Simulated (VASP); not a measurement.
MnPt2:

```
CELL_PARAMETERS angstrom
2.85840 0.00000 0.00000
-1.42920 2.47545 0.00000
0.00000 0.00000 6.53250
ATOMIC_POSITIONS crystal
Pt 0.66667 0.33333 0.31621
Pt 0.33333 0.66667 0.68379
Mn 0.00000 0.00000 0.00000
```

Base run:

* Program: VASP 6.6.1
* Functional: PBEsol
* Potentials or basis: VASP PAW PBE potentials, release 64 (Pt, Mn_pv)
* Cutoff: 520 eV
* k mesh: 11 × 11 × 4
* Occupations: fermi-dirac, width 0.05 eV
* Spin: collinear spin, ferromagnetic start
* Starting moments: [0.0, 0.0, 4.0] μB

Its results: pressure -9.3 GPa; net moment 4.52 μB per cell; site moments Pt +0.30; Mn +3.74 μB; largest force 0.038 eV/Å.

**Question.** The run is repeated on the same cell with these changes: functional from PBEsol to r2SCAN. What comes out?

**Answer.** Pressure -1.9 GPa; net moment 4.81 μB per cell; site moments Pt +0.30; Mn +4.05 μB; largest force 0.054 eV/Å.

Caveats: the PAW data sets were made with another functional, which shifts forces and pressure a little; the cell stands under tension (at least some runs).
